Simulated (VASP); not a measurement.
BN, 4 atoms in the cell. The typed cell holds 4 atoms: a = 2.562 Å, b = 2.517 Å, c = 8.485 Å, α = 90.00°, β = 90.00°, γ = 120.62°. 

```yaml
Program: VASP 6.6.1
Task: single point
Functional: PBE
Potentials_or_basis: VASP PAW PBE potentials, release 64 (B, N)
Cutoff: 520 eV
k_mesh: 12 × 12 × 4
Occupations: gaussian, width 0.02 eV
Spin: no spin polarisation
Dipole_correction: no
Further_INCAR_settings: ALGO = Normal; EDIFF = 1e-06; NBANDS = 16
```

Potentials or basis: VASP PAW PBE potentials, release 64 (B, N).

Run with:

```bash
$ cat potpaw_PBE.64/B/POTCAR potpaw_PBE.64/N/POTCAR > POTCAR
$ mpirun -np 1 vasp_std > vasp.out
```

Hardware: 1 thread of AMD EPYC 9R45 (Zen 5), with other jobs on the host.

Q: How long does it take, and how much memory?

A: Run time: 56 s on 1 thread of AMD EPYC 9R45 (Zen 5), with other jobs on the host, peak memory 0.23 GiB. Counts: scf iterations 13, k points 222.
